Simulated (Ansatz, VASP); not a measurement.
Two plane-wave programs on Mg12H

```
CELL_PARAMETERS angstrom
6.42000 0.00000 0.00000
-4.81500 8.33982 0.00000
0.00000 0.00000 5.21304
ATOMIC_POSITIONS crystal
Mg 0.00068 0.99916 0.99664
Mg 0.16859 0.22307 0.50412
Mg 0.00129 0.33445 0.00209
Mg 0.16727 0.55517 0.50146
Mg 0.00115 0.66730 0.00300
Mg 0.16841 0.88946 0.50178
Mg 0.49829 0.99931 0.99574
Mg 0.66589 0.22312 0.50324
Mg 0.49825 0.33260 0.99833
Mg 0.66563 0.55514 0.49733
Mg 0.49941 0.66708 0.99844
Mg 0.66564 0.88798 0.49760
H 0.33664 0.11433 0.24826
```

Alike in both runs: functional PBE; k mesh 3 × 2 × 3; occupations gaussian, width 0.05 eV; no spin polarisation.

Ansatz relaxed the structure, and its values are those at the end. VASP's run is a single point on that final structure, the one shown.

```csv
,VASP,Ansatz
version,VASP 6.6.1,Ansatz 0.2.0
potentials or method,"VASP PAW PBE potentials, release 64 (Mg, H), cutoff 520 eV","scalar-relativistic, plane waves, PAW"
valence electrons in the cell,25,121
```

```tsv
	VASP	Ansatz	Ansatz less VASP
rms of the force components (eV/Å)	0.007	0.007	-0.0001
```

The functional is the same, so the differences come from potentials, cutoffs and numerics. VASP's potentials hold 25 valence electrons a cell and Ansatz's 121, so a difference there can come from the potentials and not from the codes.

The k mesh is coarse, so the values compare programs but aren't converged.
